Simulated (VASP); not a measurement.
# Ca (P6/mmm) in VASP: single point with PBEsol

Aim: the single point of Ca with PBEsol.

Everything below comes from runs of VASP 6.6.1. Logs are shortened: lines on timing, memory, paths and dates and some standing lists are left out, and cuts for length are marked.

## (1) The cell of the first run

Symmetry: P6/mmm, No. 191, hexagonal system. Conventional cell: a = 4.049 Å, b = 4.049 Å, c = 3.571 Å, α = 90.00°, β = 90.00°, γ = 120.00°. Within 4.7 Å of Ca (site symmetry 6/mmm) lie 8 Ca at 3.57 to 4.05 Å.

## (2) Single point, PBEsol (Ba replaced by Ca, lengths x 0.891, strained)

INCAR reads:

```
SYSTEM = Ca
PREC     = Accurate       ! precision mode
ENCUT    = 520            ! plane-wave cutoff, eV
EDIFF    = 1E-7           ! SCF threshold, eV
ISMEAR   = 0              ! smearing method
SIGMA    = 0.1            ! smearing width, eV
LREAL    = .FALSE.        ! projectors in reciprocal space
LASPH    = .TRUE.         ! aspherical terms in the spheres
NELM     = 80             ! most SCF steps
ALGO     = Fast           ! electronic algorithm
ISIF     = 2              ! what is computed and relaxed
LWAVE    = .FALSE.        ! write WAVECAR
LCHARG   = .FALSE.        ! write CHGCAR
GGA      = PS             ! functional
NBANDS   = 11             ! bands
```

KPOINTS reads:

```
regular mesh
0
G
  12 12 12
  0 0 0
```

POSCAR reads:

```
Ca
1.0
    4.0491449560      0.0000000000      0.0000000000
   -2.0245724781      3.5066623955      0.0000000000
    0.0000000000      0.0000000000      3.5705602893
Ca
1
Direct
    0.0000000000      0.0000000000      0.0000000000
```

Potentials or basis: VASP PAW PBE potentials, release 64 (Ca_sv).

The run is started by

```
$ cat potpaw_PBE.64/Ca_sv/POTCAR > POTCAR
$ mpirun -np 1 vasp_std > vasp.out
```

OUTCAR:

```text
SYSTEM = Ca
   PREC = Accurate
   ENCUT = 520
   EDIFF = 1E-7
   ISMEAR = 0
   LREAL = .FALSE.
   LASPH = .TRUE.
   NELM = 80
   ISIF = 2
   GGA = PS

 ion  position               nearest neighbor table
   1  0.000  0.000  0.000-

  LATTYP: Found a hexagonal cell.
 ALAT       =     4.0491449560
 C/A-ratio  =     0.8818059931

  Lattice vectors:

 A1 = (   4.0491449560,   0.0000000000,   0.0000000000)
 A2 = (  -2.0245724781,   3.5066623955,   0.0000000000)
 A3 = (   0.0000000000,   0.0000000000,   3.5705602893)

Analysis of symmetry for initial positions (statically):
=====================================================================
 Subroutine PRICEL returns:
 Original cell was already a primitive cell.

 Routine SETGRP: Setting up the symmetry group for a
 hexagonal supercell.

 Subroutine GETGRP returns: Found 24 space group operations
 (whereof 24 operations were pure point group operations)
 out of a pool of 24 trial point group operations.

The static configuration has the point symmetry D_6h.

Analysis of symmetry for dynamics (positions and initial velocities):
=====================================================================
 Subroutine PRICEL returns:
 Original cell was already a primitive cell.

 Routine SETGRP: Setting up the symmetry group for a
 hexagonal supercell.

 Subroutine GETGRP returns: Found 24 space group operations
 (whereof 24 operations were pure point group operations)
 out of a pool of 24 trial point group operations.

The dynamic configuration has the point symmetry D_6h.

 Subroutine INISYM returns: Found 24 space group operations
 (whereof 24 operations are pure point group operations),
 and found     1 'primitive' translations

----------------------------------------------------------------------------------------

                                     Primitive cell

  volume of cell :      50.6983

  direct lattice vectors                    reciprocal lattice vectors
     4.049144956  0.000000000  0.000000000     0.246965720  0.142585725  0.000000000
    -2.024572478  3.506662395  0.000000000     0.000000000  0.285171450  0.000000000
     0.000000000  0.000000000  3.570560289     0.000000000  0.000000000  0.280068090

  length of vectors
     4.049144956  4.049144956  3.570560289     0.285171450  0.285171450  0.280068090

  position of ions in fractional coordinates (direct lattice)
     0.000000000  0.000000000  0.000000000

  ion indices of the primitive-cell ions
   primitive index   ion index
                 1           1

----------------------------------------------------------------------------------------

 KPOINTS: regular mesh

Automatic generation of k-mesh.
 Grid dimensions read from file:
 generate k-points for:   12   12   12

 Generating k-lattice:

  Cartesian coordinates                     Fractional coordinates (reciprocal lattice)
     0.020580477  0.011882144  0.000000000     0.083333333  0.000000000  0.000000000
     0.000000000  0.023764288  0.000000000     0.000000000  0.083333333  0.000000000
     0.000000000  0.000000000  0.023339007     0.000000000  0.000000000  0.083333333

  Length of vectors
     0.023764288  0.023764288  0.023339007

  Shift w.r.t. Gamma in fractional coordinates (k-lattice)
     0.000000000  0.000000000  0.000000000

 Subroutine IBZKPT returns following result:
 ===========================================

 Found    133 irreducible k-points:

 Following reciprocal coordinates:
            Coordinates               Weight
  0.000000  0.000000  0.000000      1.000000
  0.083333 -0.000000  0.000000      6.000000
  0.166667 -0.000000  0.000000      6.000000
  0.250000 -0.000000  0.000000      6.000000
  0.333333 -0.000000  0.000000      6.000000
  0.416667 -0.000000  0.000000      6.000000
[... 16 lines left out ...]
  0.250000 -0.000000  0.083333     12.000000
  0.333333 -0.000000  0.083333     12.000000
 [... further k-points ...]
   k-points           NKPTS =    133   k-points in BZ     NKDIM =    133   number of bands    NBANDS=     11
   number of dos      NEDOS =    301   number of ions     NIONS =      1
   total plane-waves  NPLWV =  25200
   dimension x,y,z NGX =    30 NGY =   30 NGZ =   28
   dimension x,y,z NGXF=    60 NGYF=   60 NGZF=   56
   ions per type =               1
   NGX,Y,Z   is equivalent  to a cutoff of  12.32, 12.32, 13.04 a.u.
   NGXF,Y,Z  is equivalent  to a cutoff of  24.63, 24.63, 26.07 a.u.
 SYSTEM =  Ca
   PREC   = accura    normal or accurate (medium, high low for compatibility)
   ISTART =      0    job   : 0-new  1-cont  2-samecut
   ICHARG =      2    charge: 1-file 2-atom 10-const
   ISPIN  =      1    spin polarized calculation?
   LNONCOLLINEAR =      F non collinear calculations
   LSORBIT =      F    spin-orbit coupling
   LASPH  =      T    aspherical Exc in radial PAW
   ENCUT  =  520.0 eV  38.22 Ry    6.18 a.u.   7.53  7.53  6.64*2*pi/ulx,y,z
   NELM   =     80;   NELMIN=  2; NELMDL= -5     # of ELM steps
   EDIFF  = 0.1E-06   stopping-criterion for ELM
   LREAL  =      F    real-space projection
   EDIFFG = 0.1E-05   stopping-criterion for IOM
   NSW    =      0    number of steps for IOM
   IBRION =     -1    ionic relax: 0-MD 1-quasi-New 2-CG
   NFREE  =      0    steps in history (QN), initial steepest desc. (CG)
   ISIF   =      2    stress and relaxation
   ISYM   =      2    0-nonsym 1-usesym 2-fastsym
   POTIM  = 0.5000    time-step for ionic-motion
   TEBEG  =    0.0;   TEEND  =   0.0 temperature during run
   PSTRESS=    0.0 pullay stress
   NELECT =      10.0000    total number of electrons
   NUPDOWN=      -1.0000    fix difference up-down
   EMIN   =  10.00;   EMAX   =-10.00  energy-range for DOS
   EFERMI =   0.00;   METHOD = LEGACY
   ISMEAR =     0;   SIGMA  =   0.10  broadening in eV -4-tet -1-fermi 0-gaus
   EFERMI_NEDOS =   21; number of points for ismear=-14 and -15
   IALGO  =     68    algorithm
   IMIX   =      4    mixing-type and parameters
     AMIX     =   0.40;   BMIX     =  1.00
     AMIX_MAG =   1.60;   BMIX_MAG =  1.00
  volume/ion in A,a.u.               =      50.70       342.13
  Fermi-wavevector in a.u.,A,eV,Ry     =   0.952965  1.800843 12.356026  0.908142
  Thomas-Fermi vector in A             =   2.081576
   LORBIT       =      0    0 simple, 1 ext, 2 COOP (PROOUT), +10 PAW based schemes
   GGA     = PS    functional components
   LHFCALC =     F    Hartree Fock is set to
   AEXX    =    0.0000 exact exchange contribution
   IVDW    =     0    specifies the selected vdW correction
   LEPSILON=     F    determine dielectric tensor
   LRPA    =     F    only Hartree local field effects (RPA)
 non-spin polarized calculation
 RMM-DIIS sequential band-by-band and
 Gauss-broadening in eV      SIGMA  =   0.10
  energy-cutoff  :      520.00
  volume of cell :       50.70
 maximum number of plane-waves:      1383
   NGX = 15   NGY = 15   NGZ = 13

 number of electron      10.0000000 magnetization

 Free energy of the ion-electron system (eV)
  ---------------------------------------------------
  ext. energy  EPLUGINS =         0.00000000
  ---------------------------------------------------
  free energy    TOTEN  =        -1.81135015 eV

  energy without entropy =       -1.80336678  energy(sigma->0) =       -1.80735847

 E-fermi :   1.1798     XC(G=0):  -7.2401

 val. band max:        1.1688510423   @ k =   0.5000  -0.0000   0.5000
 cond. band min:       1.1835809287   @ k =   0.4167   0.1667   0.2500
 fundamental gap:      0.0147298864
 Fermi energy:         1.1798282387

 k-point     1 :       0.0000    0.0000    0.0000
  band No.  band energies     occupation
      1     -41.1606      2.00000
      2     -22.1624      2.00000
      3     -22.1624      2.00000
      4     -22.1367      2.00000
      5      -2.4634      2.00000
      6       2.0198      0.00000
      7       3.1926      0.00000
      8       3.1926      0.00000
      9       4.8052      0.00000
     10       4.8052      0.00000
     11       9.4761      0.00000

 k-point     2 :       0.0833   -0.0000    0.0000
  band No.  band energies     occupation
      1     -41.1603      2.00000
      2     -22.1672      2.00000
      3     -22.1636      2.00000
      4     -22.1363      2.00000
      5      -2.3679      2.00000
      6       2.0389      0.00000
      7       3.0734      0.00000
      8       3.2602      0.00000
      9       4.7428      0.00000
     10       4.7954      0.00000
     11       9.2286      0.00000

 k-point     3 :       0.1667   -0.0000    0.0000
  band No.  band energies     occupation
      1     -41.1593      2.00000
      2     -22.1804      2.00000
      3     -22.1668      2.00000
      4     -22.1351      2.00000
      5      -2.0863      2.00000
      6       2.0846      0.00000
      7       2.7642      0.00000
      8       3.4578      0.00000
      9       4.5862      0.00000
     10       4.7688      0.00000
     11       8.0967      0.00000

 k-point     4 :       0.2500   -0.0000    0.0000
  band No.  band energies     occupation
      1     -41.1579      2.00000
      2     -22.1982      2.00000
      3     -22.1712      2.00000
      4     -22.1334      2.00000
      5      -1.6339      2.00000
      6       2.1184      0.00000
      7       2.3558      0.00000
      8       3.7683      0.00000
      9       4.3980      0.00000
     10       4.7330      0.00000
     11       6.9227      0.00000
[... 239 lines left out ...]
 k-point    22 :       0.1667   -0.0000    0.0833
  band No.  band energies     occupation
      1     -41.1583      2.00000
      2     -22.1793      2.00000
      3     -22.1657      2.00000
      4     -22.1469      2.00000
      5      -1.9945      2.00000
      6       2.1365      0.00000
      7       2.7942      0.00000
      8       3.4783      0.00000
      9       4.4519      0.00000
     10       4.6568      0.00000
     11       8.2410      0.00000

 k-point    23 :       0.2500   -0.0000    0.0833
  band No.  band energies     occupation
      1     -41.1569      2.00000
      2     -22.1970      2.00000
      3     -22.1701      2.00000
      4     -22.1452      2.00000
      5      -1.5443      2.00000
      6       2.1873      0.00000
      7       2.3859      0.00000
      8       3.7817      0.00000
      9       4.2496      0.00000
     10       4.6160      0.00000
     11       7.0608      0.00000

 k-point    24 :       0.3333   -0.0000    0.0833
  band No.  band energies     occupation
      1     -41.1555      2.00000
      2     -22.2147      2.00000
      3     -22.1744      2.00000
      4     -22.1434      2.00000
      5      -0.9527      2.00000
      6       1.8827      0.00000
      7       2.2159      0.00000
      8       4.0989      0.00000
      9       4.1504      0.00000
     10       4.5811      0.00000
     11       6.1050      0.00000

 [... further k-points ...]

------------------------ aborting loop because EDIFF is reached ----------------------------------------

  FORCE on cell =-STRESS in cart. coord.  units (eV):
  Direction    XX          YY          ZZ          XY          YZ          ZX
  --------------------------------------------------------------------------------------
  -------------------------------------------------------------------------------------
  Total       -1.0028326     -1.0028326     -0.0846854      0.0000000      0.0000000      0.0000000
  in kB      -31.6916871    -31.6916871     -2.6762415      0.0000000      0.0000000      0.0000000
  external PRESSURE =     -22.0198719 kB  Pullay stress =       0.0000000 kB

 VOLUME and BASIS-vectors are now :
 -----------------------------------------------------------------------------
  energy-cutoff  :      520.00
  volume of cell :       50.70
      direct lattice vectors                 reciprocal lattice vectors
     4.049144956  0.000000000  0.000000000     0.246965720  0.142585725  0.000000000
    -2.024572478  3.506662395  0.000000000     0.000000000  0.285171450  0.000000000
     0.000000000  0.000000000  3.570560289     0.000000000  0.000000000  0.280068090

 POSITION                                       TOTAL-FORCE (eV/Angst)
 -----------------------------------------------------------------------------------
      0.00000      0.00000      0.00000         0.000000      0.000000      0.000000
 -----------------------------------------------------------------------------------
    total drift:                               -0.000000     -0.000000     -0.000000

  FREE ENERGIE OF THE ION-ELECTRON SYSTEM (eV)
  ---------------------------------------------------
  free  energy   TOTEN  =        -1.8113501501 eV

  energy  without entropy=       -1.8033667805  energy(sigma->0) =       -1.80735847
```

Wall time 48 s (1 thread of AMD EPYC 7R13 (Zen 3), shared host); peak memory 0.18 GiB.

What came out:

- Free energy: -1.8114 eV
- Pressure: -2.2 GPa
- Band gap on the k mesh: zero (band 5 reaches 1.84 eV, above the bottom of band 6 at 0.77 eV)

Stress tensor (GPa, compression positive):
```
-3.17  0.00  0.00
 0.00 -3.17  0.00
 0.00  0.00 -0.27
```

Caveat: the cell differs from its parent crystal (Ba replaced by Ca, lengths x 0.891, strained); the PAW data sets were made with another functional, which shifts forces and pressure a little.
